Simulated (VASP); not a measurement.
# H6C2O in VASP: a series of runs, part 2 of 2

VASP 6.6.1. Earlier steps stand in the parts before.

### Step 4. Single point, PBE+D3(BJ)

Contents of INCAR:

```
ALGO = Normal
EDIFF = 1E-6
ENCUT = 520
GGA = PE
GGA_COMPAT = F
ISIF = 2
ISMEAR = -1
IVDW = 12
LASPH = T
LCHARG = T
LELF = T
LREAL = Auto
LVHAR = T
LWAVE = F
NBANDS = 64
NELM = 120
PREC = Accurate
SIGMA = 0.05
```

Contents of KPOINTS:

```
k-points
0
Gamma
  1 1 1
```

Contents of POSCAR:

```
H6C2O
1.0
    7.9602190000      0.0000000000      0.0000000000
    0.0000000000      7.9602190000      0.0000000000
    0.0000000000      0.0000000000      7.9602190000
C O H
8 4 24
Direct
    0.3805046067      0.6463766889      0.7053574782
    0.2826681025      0.6227843731      0.8775763581
   -0.0053390491      0.9481020560      0.1589026634
    0.0006155610      1.0523454191      0.3119512164
    1.0125475191      0.4853132810      0.1969920677
    0.8392357044      0.5098603443      0.1192052631
    0.5396333945      0.0538427398      0.7666874492
    0.3654296446      0.1317551690      0.7604941522
    0.3645879592      0.4895719578      0.9792695402
    0.0181527669      0.9379641440      0.4483796237
    0.7552430404      0.3494878721      0.1055624223
    0.2273806788      0.0129393425      0.7121914611
    0.3619247159      0.5186540722      1.0930478169
    0.2606460953      0.7427308219      0.9411298860
    0.1609503457      0.5674592621      0.8349770276
    0.3229685012      0.7506326145      0.6471053121
    0.5095588451      0.6892775186      0.7288492942
    0.3845120342      0.5386158346      0.6279349852
    0.0286926779      1.0058517234      0.5462915028
    0.1152103981      1.1371295187      0.3057830444
   -0.1153108979      1.1369787691      0.3408825812
   -0.0051380496      1.0199970629      0.0453881985
    0.1105120349      0.8795109783      0.1439030760
   -0.1051101735      0.8591220920      0.1459758833
    0.6631978341      0.3481311255      0.0340442895
    0.7760339257      0.5922575748      0.2185869509
    0.8575894708      0.5737279339     -0.0017336206
    1.0798823500      0.5988151834      0.2335111634
    0.9943319399      0.4061320423      0.3030318638
    1.1008993597      0.4364452787      0.1046202372
    0.1538525510      0.0112559717      0.8099525905
    0.3547515464      0.1764901192      0.8921739465
    0.3693240098      0.2428325150      0.6812375388
    0.6212140646      0.1553349223      0.7705943769
    0.5586027219     -0.0349739121      0.8718855599
    0.5634895221      0.0007663106      0.6396808932
```

Potentials or basis: VASP PAW PBE potentials, release 64 (C, O, H).

Run with:

```
> cat potpaw_PBE.64/C/POTCAR potpaw_PBE.64/O/POTCAR potpaw_PBE.64/H/POTCAR > POTCAR
> mpirun -np 1 vasp_gam > vasp.out
```

OUTCAR:

```text
EDIFF = 1E-6
   ENCUT = 520
   GGA = PE
   ISIF = 2
   ISMEAR = -1
   IVDW = 12
   LASPH = T
   LREAL = Auto
   NELM = 120
   PREC = Accurate
 IVDW          = 12

 ion  position               nearest neighbor table
   1  0.381  0.646  0.705-  16 1.06  18 1.06  17 1.10   2 1.59
   2  0.283  0.623  0.878-  14 1.09  15 1.12   9 1.48   1 1.59
   3  0.995  0.948  0.159-  24 1.07  22 1.07  23 1.08   4 1.47
   4  0.001  0.052  0.312-  20 1.14  21 1.17  10 1.42   3 1.47
   5  0.013  0.485  0.197-  29 1.06  30 1.09  28 1.09   6 1.52
   6  0.839  0.510  0.119-  27 1.10  26 1.14  11 1.45   5 1.52
   7  0.540  0.054  0.767-  34 1.04  35 1.11  36 1.11   8 1.52
   8  0.365  0.132  0.760-  33 1.09  32 1.11  12 1.50   7 1.52
   9  0.365  0.490  0.979-  13 0.94   2 1.48
  10  0.018  0.938  0.448-  19 0.95   4 1.42
  11  0.755  0.349  0.106-  25 0.93   6 1.45
  12  0.227  0.013  0.712-  31 0.97   8 1.50
  13  0.362  0.519  0.093-   9 0.94
  14  0.261  0.743  0.941-   2 1.09
  15  0.161  0.567  0.835-   2 1.12
  16  0.323  0.751  0.647-   1 1.06
  17  0.510  0.689  0.729-   1 1.10
[... 17 lines left out ...]
  35  0.559  0.965  0.872-   7 1.11
  36  0.563  0.001  0.640-   7 1.11

  LATTYP: Found a simple cubic cell.
 ALAT       =     7.9602190000

  Lattice vectors:

 A1 = (   7.9602190000,   0.0000000000,   0.0000000000)
 A2 = (   0.0000000000,   7.9602190000,   0.0000000000)
 A3 = (   0.0000000000,   0.0000000000,   7.9602190000)

Analysis of symmetry for initial positions (statically):
=====================================================================
 Subroutine PRICEL returns:
 Original cell was already a primitive cell.

 Routine SETGRP: Setting up the symmetry group for a
 simple cubic supercell.

 Subroutine GETGRP returns: Found  1 space group operations
 (whereof  1 operations were pure point group operations)
 out of a pool of 48 trial point group operations.

The static configuration has the point symmetry C_1 .

Analysis of symmetry for dynamics (positions and initial velocities):
[... 180 lines left out ...]
   GGA     = PE    functional components
   LHFCALC =     F    Hartree Fock is set to
   AEXX    =    0.0000 exact exchange contribution
   IVDW    =    12    specifies the selected vdW correction
   LEPSILON=     F    determine dielectric tensor
   LRPA    =     F    only Hartree local field effects (RPA)
 non-spin polarized calculation
  energy-cutoff  :      520.00
  volume of cell :      504.40
 maximum number of plane-waves:      6807
 NGX is ok and might be reduce to    60
   NGX = 29   NGY = 29   NGZ = 29

 number of electron      80.0000013 magnetization

 Free energy of the ion-electron system (eV)
  ---------------------------------------------------
  ext. energy  EPLUGINS =         0.00000000
  ---------------------------------------------------
  free energy    TOTEN  =      -186.34280003 eV

  energy without entropy =     -186.34280003  energy(sigma->0) =     -186.34280003

 E-fermi :  -2.0106     XC(G=0):  -5.4444

 val. band max:       -3.3024337311   @ k =   0.0000   0.0000   0.0000
 cond. band min:       0.8332573509   @ k =   0.0000   0.0000   0.0000
 fundamental gap:      4.1356910820
 Fermi energy:        -2.0106328714

 k-point     1 :       0.0000    0.0000    0.0000
  band No.  band energies     occupation
      1     -23.1203      2.00000
      2     -23.0474      2.00000
      3     -23.0170      2.00000
      4     -22.7393      2.00000
      5     -16.5340      2.00000
      6     -16.3029      2.00000
[... 44 lines left out ...]
     51       4.1159      0.00000
     52       4.1875      0.00000
 [bands above 52 left out]

------------------------ aborting loop because EDIFF is reached ----------------------------------------

 Edisp (eV)   -1.08031

 E8    (eV) :    -0.2438

  FORCE on cell =-STRESS in cart. coord.  units (eV):
  Direction    XX          YY          ZZ          XY          YZ          ZX
  --------------------------------------------------------------------------------------
  -------------------------------------------------------------------------------------
  Total      -0.16755     3.78008     3.14198    -2.16149    -0.63758     2.44395
  in kB      -0.53220    12.00707     9.98018    -6.86576    -2.02523     7.76297
  external pressure =        7.15 kB  Pullay stress =        0.00 kB

 VOLUME and BASIS-vectors are now :
 -----------------------------------------------------------------------------
  energy-cutoff  :      520.00
  volume of cell :      504.40
      direct lattice vectors                 reciprocal lattice vectors
     7.960219000  0.000000000  0.000000000     0.125624684  0.000000000  0.000000000
     0.000000000  7.960219000  0.000000000     0.000000000  0.125624684  0.000000000
     0.000000000  0.000000000  7.960219000     0.000000000  0.000000000  0.125624684

 POSITION                                       TOTAL-FORCE (eV/Angst)
 -----------------------------------------------------------------------------------
      3.02890      5.14530      5.61480         0.465138      0.689786      2.989304
      2.25010      4.95750      6.98570         0.509044     -1.883576     -1.990230
      7.91772      7.54710      1.26490         0.387117      0.108186     -1.081647
      0.00490      0.41668      2.48320        -0.431633      1.404958      1.227245
      0.09988      3.86320      1.56810         0.214435      0.043707     -1.208513
      6.68050      4.05860      0.94890        -0.106334      0.771654      1.269656
[... 28 lines left out ...]
      4.44660      7.68182      6.94040         0.006720      0.141640     -0.448198
      4.48550      0.00610      5.09200         0.198881     -0.496686      0.543752
 -----------------------------------------------------------------------------------
    total drift:                                0.002036     -0.002596     -0.022144

  FREE ENERGIE OF THE ION-ELECTRON SYSTEM (eV)
  ---------------------------------------------------
  free  energy   TOTEN  =      -187.4231102157 eV

  energy  without entropy=     -187.4231102157  energy(sigma->0) =     -187.42311022
```

Run time: 2.6 min. Hardware: 1 thread of Intel Xeon 8259CL, shared host; peak memory 0.44 GiB.

What came out:

```yaml
Free_energy: -187.4231 eV
Pressure: 0.7 GPa
Largest_force: 3.147 eV/Å
Band_gap_on_the_k_mesh: 4.14 eV
Dispersion_energy_per_atom: -0.030 eV
```

Forces on the atoms (eV/Å):
```
C    0.465  0.690  2.989
C    0.509 -1.884 -1.990
C    0.387  0.108 -1.082
C   -0.432  1.405  1.227
C    0.214  0.044 -1.209
C   -0.106  0.772  1.270
C   -1.561 -1.712 -1.671
C   -0.033 -0.749  1.501
O    0.034  0.476 -2.292
O   -0.292 -0.727 -0.570
O    2.654 -0.001  1.692
O    1.105  1.271  0.712
H   -0.123  0.637  1.925
H    0.293 -0.110  0.266
H    0.060  0.419  0.525
H   -0.842  0.924 -0.996
H    0.144 -0.209  0.134
H   -0.218 -1.219 -0.637
H    0.476  0.335  1.040
H   -0.718 -0.332 -0.007
H    1.142 -0.852 -0.916
H   -0.401  1.010 -0.770
H    0.689 -0.578  0.418
H   -0.874 -0.502  0.347
H   -1.967  0.614 -1.598
H   -0.195 -0.385 -1.229
H   -0.570  0.084 -0.092
H   -0.632  0.591  0.393
H    0.337 -0.733  0.920
H   -0.021 -0.926 -0.079
H   -0.004 -0.057 -0.023
H   -0.980  0.121 -0.370
H   -0.422  0.120 -0.496
H    1.677  1.711  0.569
H    0.007  0.142 -0.448
H    0.199 -0.497  0.544
```

Stress tensor (GPa, compression positive):
```
-0.05 -0.69  0.78
-0.69  1.20 -0.20
 0.78 -0.20  1.00
```

Caveat: the k points lie up to 0.79 Å⁻¹ apart.
